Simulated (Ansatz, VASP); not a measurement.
# Al2Pt in VASP and in Ansatz

```
CELL_PARAMETERS angstrom
0.00000 2.88119 2.88119
2.88119 0.00000 2.88119
2.88119 2.88119 0.00000
ATOMIC_POSITIONS crystal
Al 0.25000 0.25000 0.25000
Al 0.75000 0.75000 0.75000
Pt 0.00000 0.00000 0.00000
```

Alike in both runs: task single point; functional PBE; k mesh 12 × 12 × 12; occupations gaussian, width 0.1 eV; no spin polarisation.

|  | VASP | Ansatz |
| --- | --- | --- |
| version | VASP 6.6.1 | Ansatz 0.2.0 |
| potentials or method | VASP PAW PBE potentials, release 64 (Al, Pt), cutoff 520 eV | scalar-relativistic, plane waves, PAW |
| valence electrons in the cell | 16 | 24 |

```csv
,VASP,Ansatz,Ansatz less VASP
gap on the k mesh at the Fermi level (eV),none,none,-
pressure (GPa),14.9,15.0,+0.17
```

A gap of «none» marks a metal or a gap that the smearing closes. VASP's potentials hold 16 valence electrons a cell and Ansatz's 24, so a difference there can come from the potentials and not from the codes.

Neither program's run includes spin-orbit coupling.
